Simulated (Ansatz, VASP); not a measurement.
Two plane-wave programs on Hf

```
CELL_PARAMETERS angstrom
0.00000 2.22000 2.22000
2.22000 0.00000 2.22000
2.22000 2.22000 0.00000
ATOMIC_POSITIONS crystal
Hf 0.00000 0.00000 0.00000
```

Alike in both runs: task relaxation of cell and atoms; functional r2SCAN; k mesh 10 × 10 × 10; occupations fermi-dirac, width 0.05 eV; no spin polarisation.

|  | VASP | Ansatz |
| --- | --- | --- |
| version | VASP 6.6.1 | Ansatz 0.2.0 |
| potentials or method | VASP PAW PBE potentials, release 64 (Hf_pv) | Ansatz PAW |
| plane-wave cutoff (eV) | 600 | 500 |
| valence electrons in the cell | 10 | 26 |

VASP gave:

```
gap on the k mesh at the Fermi level, each at its own relaxed structure (eV) : none
relaxed volume (Å³/atom)                                                     : 22.33
relaxed cell length with the largest relative difference (Å)                 : 3.161
```

Question: Which values does Ansatz return?

Answer: gap on the k mesh at the Fermi level, each at its own relaxed structure (eV): none; relaxed volume (Å³/atom): 22.43; relaxed cell length with the largest relative difference (Å): 3.166.

VASP's potentials were made for PBE, not for r2SCAN. A gap of «none» marks a metal or a gap that the smearing closes. VASP's potentials hold 10 valence electrons a cell and Ansatz's 26, so a difference there can come from the potentials and not from the codes.

Spin-orbit coupling is off throughout. Noted on Ansatz's run: the plane-wave basis is chosen anew once the cell has moved, so the energies of steps on either side of that aren't comparable.
